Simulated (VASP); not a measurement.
Input of a VASP 6.6.1 run:

Contents of POSCAR:

```
GaN
1.0
    0.0000000000      2.1085153689      2.1085153689
    2.1085153689      0.0000000000      2.1085153689
    2.1085153689      2.1085153689      0.0000000000
Ga N
1 1
Direct
    0.5000000000      0.5000000000      0.5000000000
    0.0000000000      0.0000000000      0.0000000000
```

File INCAR.step1:

```
ALGO = Normal ; EDIFF = 1E-5
ENCUT = 1000 ; GGA = PE
GGA_COMPAT = False ; ISIF = 2
ISMEAR = 0 ; LASPH = True
LCHARG = False ; LREAL = False
LWAVE = True ; NBANDS = 16
NELM = 120 ; PREC = Accurate
SIGMA = 0.01
```

File INCAR.step2:

```
AEXX = 0.1 ; ALGO = Normal
EDIFF = 1E-6 ; ENCUT = 1000
GGA = PE ; GGA_COMPAT = False
ISIF = 2 ; ISMEAR = 0
ISTART = 1 ; LASPH = True
LCHARG = False ; LHFCALC = True
LREAL = False ; LWAVE = False
NBANDS = 16 ; NELM = 120
PREC = Accurate ; PRECFOCK = Normal
SIGMA = 0.01
```

File KPOINTS:

```
k-points
0
Gamma
  6 6 6
```

Potentials or basis: VASP PAW PBE potentials, release 64 (Ga_d, N_h).

Run with:

```console
$ cat potpaw_PBE.64/Ga_d/POTCAR potpaw_PBE.64/N_h/POTCAR > POTCAR
$ cp INCAR.step1 INCAR
$ mpirun -np 1 vasp_std > vasp.out
$ cp INCAR.step2 INCAR
$ mpirun -np 1 vasp_std > vasp.out
```

(1) Predict the band gap on the k mesh.

(2) What does it give for the pressure?

Answers

(1) 1.39 eV (least direct gap 3.63 eV).

(2) 5.0 GPa.

Caveat: the k points lie up to 0.43 Å⁻¹ apart; the PAW data sets were made with another functional, which shifts forces and pressure a little.
